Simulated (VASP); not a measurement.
# La: single point with PBE

La:

```xyz
1
Lattice="-0.0199 2.6480 2.6480 2.6480 -0.0199 2.6480 2.6281 2.6281 0.0000" Properties=species:S:1:pos:R:3 pbc="T T T"
La    0.0000    0.0000    0.0000
```

This cell differs from its parent crystal: xy shear strain of -1.5 %.

```json
{
 "Program": "VASP 6.6.1",
 "Task": "single point",
 "Functional": "PBE",
 "Potentials or basis": "VASP PAW PBE potentials, release 64 (La)",
 "Cutoff": "520 eV",
 "k mesh": "11 × 11 × 11",
 "Occupations": "fermi-dirac, width 0.05 eV",
 "Spin": "no spin polarisation"
}
```

```yaml
Pressure: -0.2 GPa
```

Stress tensor (GPa, compression positive):
```
-0.19  0.34  0.00
 0.34 -0.19  0.00
 0.00  0.00 -0.18
```

Levels at points of the mesh, in eV from the Fermi level:
```csv
k point,band 1,band 2,band 3,band 4,band 5,band 6,band 7,band 8,band 9,band 10
"(0.00, 0.00, 0.00)",-32.85,-15.86,-15.84,-15.82,-3.16,1.33,1.41,1.50,1.60,1.81
```

Run time: 99 s on 1 thread of AMD EPYC 7R43 64-Core Processor (Zen 3) (shared host), peak memory 0.22 GiB.

Caveat: the cell differs from its parent crystal (xy shear strain of -1.5 %); spin-orbit coupling is left out, which moves the levels of the heavy elements.
